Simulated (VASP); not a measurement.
Set up this calculation in VASP 6.6.1, as the native input.

```
Task                   : single point
Functional             : r2SCAN
Potentials or basis    : VASP PAW PBE potentials, release 64 (As)
Cutoff                 : 520 eV
k mesh                 : 14 × 14 × 14
Occupations            : gaussian, width 0.05 eV
Spin                   : no spin polarisation
Dipole correction      : no
Further INCAR settings : ALGO = Normal; EDIFF = 1e-06; NBANDS = 12
```

Crystal: As.

```
CELL_PARAMETERS angstrom
1.79645 1.03718 5.11155
-1.79645 1.03718 5.11155
0.00000 -2.07436 5.11155
ATOMIC_POSITIONS crystal
As 0.21121 0.21121 0.21121
As 0.78879 0.78879 0.78879
```

The input as run:

POSCAR

```
As
1.0
    1.7964472043      1.0371792770      5.1115481352
   -1.7964472043      1.0371792770      5.1115481352
    0.0000000000     -2.0743585540      5.1115481352
As
2
Direct
    0.2112125252      0.2112125252      0.2112125252
    0.7887874748      0.7887874748      0.7887874748
```

INCAR.step1

```
  PREC = Accurate
  ENCUT = 520
  ISMEAR = 0
  SIGMA = 0.05
  LREAL = False
  LASPH = True
  NELM = 100
  NBANDS = 12
  GGA = PE
  ALGO = Normal
  EDIFF = 1E-4
  LWAVE = True
  LCHARG = False
```

INCAR.step2

```
  PREC = Accurate
  ENCUT = 520
  EDIFF = 1E-6
  ISMEAR = 0
  SIGMA = 0.05
  LREAL = False
  LASPH = True
  NELM = 100
  ALGO = Normal
  ISIF = 2
  LWAVE = False
  LCHARG = True
  METAGGA = R2SCAN
  LMIXTAU = True
  LELF = True
  LVHAR = True
  NBANDS = 12
  ISTART = 1
```

KPOINTS

```
regular mesh
0
Gamma
  14 14 14
```

Potentials or basis: VASP PAW PBE potentials, release 64 (As).

Run with:

```sh
$ cat potpaw_PBE.64/As/POTCAR > POTCAR
$ cp INCAR.step1 INCAR
$ mpirun -np 1 vasp_std > vasp.out
$ cp INCAR.step2 INCAR
$ mpirun -np 1 vasp_std > vasp.out
```

It gave:

```
Pressure               : -0.1 GPa
Largest force          : 0.037 eV/Å
Band gap on the k mesh : 0.61 eV (least direct gap 1.22 eV)
```

Caveat: the PAW data sets were made with another functional, which shifts forces and pressure a little.

Run time: 23 min on 1 thread of Intel Xeon 8259CL, on a shared host, peak memory 0.39 GiB.
